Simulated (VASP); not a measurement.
**InP: single point with revPBE+D4**

InP:

```xyz
2
Lattice="0.0000 2.9216 2.9216 2.9216 0.0000 2.9216 2.9216 2.9216 0.0000" Properties=species:S:1:pos:R:3 pbc="T T T"
In    0.0000    0.0000    0.0000
P     4.3824    4.3824    4.3824
```

| Property | Result |
| --- | --- |
| Program | VASP 6.6.1 |
| Task | single point |
| Functional | revPBE |
| Dispersion | D4 |
| Potentials or basis | VASP PAW PBE potentials, release 64 (In_d, P) |
| Cutoff | 520 eV |
| k mesh | 8 × 8 × 8 |
| Occupations | gaussian, width 0.05 eV |
| Spin | no spin polarisation |

```yaml
Pressure: 1.3 GPa
Band_gap_on_the_k_mesh: 0.86 eV
Dispersion_energy_per_atom: -0.543 eV
```

Levels at points of the mesh, in eV from the valence-band top:
```
           k point  band 6  band 7  band 8  band 9  band 10  band 11  band 12  band 13
(0.00, 0.00, 0.00)  -11.56    0.00    0.00    0.00     0.86     4.12     4.12     4.12
(0.50, 0.00, 0.00)   -9.81   -5.74   -0.98   -0.98     1.60     4.84     4.84     7.24
(0.50, 0.50, 0.00)   -9.15   -5.75   -2.34   -2.34     1.83     2.33     9.38     9.71
```

Wall time 31 s on 1 thread of Intel Xeon 8259CL, on a shared host, peak memory 0.18 GiB.

Caveat: the PAW data sets were made with another functional, which shifts forces and pressure a little; spin-orbit coupling is left out, which moves the levels of the heavy elements. As with any semilocal functional, this revPBE gap is likely too small.
